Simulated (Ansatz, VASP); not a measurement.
**One calculation of AlV3N4, two programs**

Contents of INCAR:

```
ALGO = Normal
EDIFF = 1E-6
ENCUT = 520
GGA = PE
ISIF = 2
ISMEAR = 0
ISPIN = 2
LASPH = T
LCHARG = F
LMAXMIX = 4
LORBIT = 11
LREAL = F
LWAVE = F
MAGMOM = 0 2 2 2 0 0 0 0
NBANDS = 45
NELM = 150
PREC = Accurate
SIGMA = 0.1
```

File KPOINTS:

```
k-points
0
Gamma
  4 4 4
```

Contents of POSCAR:

```
AlV3N4
1.0
    4.6160606500      0.0000000000      0.0000000000
    0.0000000000      4.6160606500      0.0000000000
    0.0000000000      0.0000000000      4.6160606500
Al V N
1 3 4
Direct
    0.5000000000      0.5000000000      0.5000000000
    0.5000000000      0.0000000000      0.0000000000
    0.0000000000      0.0000000000      0.5000000000
    0.0000000000      0.5000000000      0.0000000000
    0.0000000000      0.5000000000      0.5000000000
    0.5000000000      0.5000000000      0.0000000000
    0.0000000000      0.0000000000      0.0000000000
    0.5000000000      0.0000000000      0.5000000000
```

Input for Ansatz:

```yaml
crystal:
  lattice:
    - [4.61606065, 0.0, 0.0]
    - [0.0, 4.61606065, 0.0]
    - [0.0, 0.0, 4.61606065]
  atoms:
    - { symbol: Al, position: [0.5, 0.5, 0.5] }
    - { symbol: V, position: [0.5, 0.0, 0.0], spin: 2.0 }
    - { symbol: V, position: [0.0, 0.0, 0.5], spin: 2.0 }
    - { symbol: V, position: [0.0, 0.5, 0.0], spin: 2.0 }
    - { symbol: "N", position: [0.0, 0.5, 0.5] }
    - { symbol: "N", position: [0.5, 0.5, 0.0] }
    - { symbol: "N", position: [0.0, 0.0, 0.0] }
    - { symbol: "N", position: [0.5, 0.0, 0.5] }
basis:
  ecutwfc: 420
kpoints:
  mp_grid: { grid: [4, 4, 4] }
hamiltonian:
  xc: pbe
scf:
  occupations: { method: gaussian, width: 0.1 }
  lower_state_search: "off"
output:
  forces: true
  stress: true
  eigenvalues: true
  populations: true
magnetization:
  spin_polarized: true
```

Alike in both runs: task single point; functional PBE; k mesh 4 × 4 × 4; occupations gaussian, width 0.1 eV; collinear spin.

```csv
,VASP,Ansatz
version,VASP 6.6.1,Ansatz 0.2.0
potentials or method,"VASP PAW PBE potentials, release 64 (Al, V_sv, N), cutoff 520 eV","scalar-relativistic, plane waves, PAW"
valence electrons in the cell,62,62
```

|  | VASP | Ansatz | Ansatz less VASP |
| --- | --- | --- | --- |
| gap on the k mesh at the Fermi level (eV) | none | none | - |
| net moment per atom (μB) | 0.70 | 0.70 | 0.000 |
| size of the moment on the site where the two differ most (μB) | 1.77 | 1.60 | -0.171 |

Site moments also hang on the region over which each program counts them. A gap of «none» marks a metal or a gap that the smearing closes.
